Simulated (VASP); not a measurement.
Runs of VASP 6.6.1 on PbS. The structure is that of space group R-3m (No. 166), or close to it. The cells are those of the table. 

```tsv
cell	pressure (GPa)	largest force (eV/Å)
a = 3.825 Å, angles 63.5°, 2 atoms	20.2	0.02
a = 4.307 Å, angles 57.2°, 2 atoms	(c)	-
a = 4.148 Å, angles 62.8°, 2 atoms	-0.4	-
a = 4.485 Å, angles 57.6°, 2 atoms	-5.5	0.01
a = 3.969 Å, angles 62.6°, 2 atoms	9.8	0.01
a = 4.481 Å, angles 52.0°, 2 atoms	(a)	0.01
a = 3.895 Å, angles 65.7°, 2 atoms	9.0	0.01
a = 4.632 Å, angles 57.0°, 2 atoms	-7.7	0.02
a = 3.859 Å, angles 64.6°, 2 atoms	(b)	0.02
a = 4.326 Å, angles 63.0°, 2 atoms	(d)	-
a = 4.510 Å, angles 53.0°, 2 atoms	-1.6	0.01
a = 4.423 Å, angles 55.6°, 2 atoms	-1.9	0.01
```

Alike in all rows: task single point; level r2SCAN; potentials or basis VASP PAW PBE potentials, release 64 (Pb_d, S); no spin polarisation; k mesh 9 × 9 × 9; cutoff (eV) 520; smearing gaussian 0.05 eV.

Question: Estimate the missing entries.

Answer: (a) 1.0; (b) 14.1; (c) 0.3; (d) -5.9.

Caveats: the PAW data sets were made with another functional, which shifts forces and pressure a little.
